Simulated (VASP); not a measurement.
Runs of VASP 6.6.1 on MgS. The structure is that of space group Fm-3m (No. 225), or close to it. The cells are those of the table. 

```csv
level,cell,k mesh,smearing,grid for exact exchange (PRECFOCK),share of exact exchange,screening parameter,gap on the mesh (eV),pressure (GPa)
PBE,"a = 3.679 Å, angles 59.0°, 2 atoms",8 × 8 × 8,fermi-dirac 0.02 eV,-,-,-,2.74,2.8
r2SCAN,"a = 3.679 Å, angles 59.0°, 2 atoms",8 × 8 × 8,gaussian 0.01 eV,-,-,-,3.40,(b)
r2SCAN,"a = 3.680, b = 3.680, c = 3.571 Å, angles 61.0, 61.0, 61.9°, 2 atoms",8 × 8 × 8,gaussian 0.01 eV,-,-,-,3.00,-0.4
PBE,"a = 3.679, b = 3.713, c = 3.713 Å, angles 59.4, 60.3, 60.3°, 2 atoms",8 × 8 × 8,fermi-dirac 0.02 eV,-,-,-,2.66,-0.5
PBE,"a = 3.680, b = 3.680, c = 3.571 Å, angles 61.0, 61.0, 61.9°, 2 atoms",8 × 8 × 8,fermi-dirac 0.02 eV,-,-,-,2.37,0.9
r2SCAN,"a = 3.679, b = 3.713, c = 3.713 Å, angles 59.4, 60.3, 60.3°, 2 atoms",8 × 8 × 8,gaussian 0.01 eV,-,-,-,3.31,(a)
HSE06,"a = 3.679, b = 3.713, c = 3.713 Å, angles 59.4, 60.3, 60.3°, 2 atoms",6 × 6 × 6,gaussian 0.01 eV,Normal,0.25,0.2079 1/Å,3.62,-2.0
```

Alike in all rows: task single point; potentials or basis VASP PAW PBE potentials, release 64 (Mg, S); no spin polarisation; cutoff (eV) 520.

Problem. Fill in the values left out.

Solution. (a) -1.8; (b) 1.6.

Caveats: the PAW data sets were made with another functional, which shifts forces and pressure a little (at least some runs).

A k mesh can miss the band edges.
